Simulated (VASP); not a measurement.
La3YO2, 6 atoms in the cell. Symmetry: P4/mmm, No. 123, tetragonal system. Conventional cell: a = 5.150 Å, b = 5.150 Å, c = 4.850 Å, α = 90.00°, β = 90.00°, γ = 90.00°. La (site symmetry 4/mmm) has 2 O at 2.42 Å within 3.2 Å. Within 3.4 Å of La (site symmetry mmm) lie 4 O at 2.58 Å. Within 3.2 Å of Y (site symmetry 4/mmm) lie 2 O at 2.42 Å. O (site symmetry 4/mmm) has 6 La at 2.42 to 2.58 Å within 3.2 Å. O (site symmetry 4/mmm) has 2 Y at 2.42 Å and 4 La at 2.58 Å within 3.2 Å. 

| Property | Result |
| --- | --- |
| Program | VASP 6.6.1 |
| Task | relaxation of cell and atoms |
| Functional | PBE |
| Potentials or basis | VASP PAW PBE potentials, release 64 (La, Y_sv, O) |
| Cutoff | 600 eV |
| k mesh | 3 × 3 × 4 |
| Occupations | gaussian, width 0.2 eV |
| Spin | no spin polarisation |
| Dipole correction | no |
| Further INCAR settings | ALGO = Normal; EDIFF = 1e-06; IBRION = 2; EDIFFG = -0.08; NSW = 36; ISIF = 3 |

Potentials or basis: VASP PAW PBE potentials, release 64 (La, Y_sv, O).

Command:

```console
$ cat potpaw_PBE.64/La/POTCAR potpaw_PBE.64/Y_sv/POTCAR potpaw_PBE.64/O/POTCAR > POTCAR
$ mpirun -np 1 vasp_std > vasp.out
```

Hardware: 1 thread of Intel(R) Xeon(R) 6975P-C (Granite Rapids) (shared host).

Q: Estimate the wall time of this run.

A: Wall time 2.4 min on 1 thread of Intel(R) Xeon(R) 6975P-C (Granite Rapids), with other jobs on the host, peak memory 0.31 GiB. Counts: scf iterations 47, k points 9, ion steps 4.
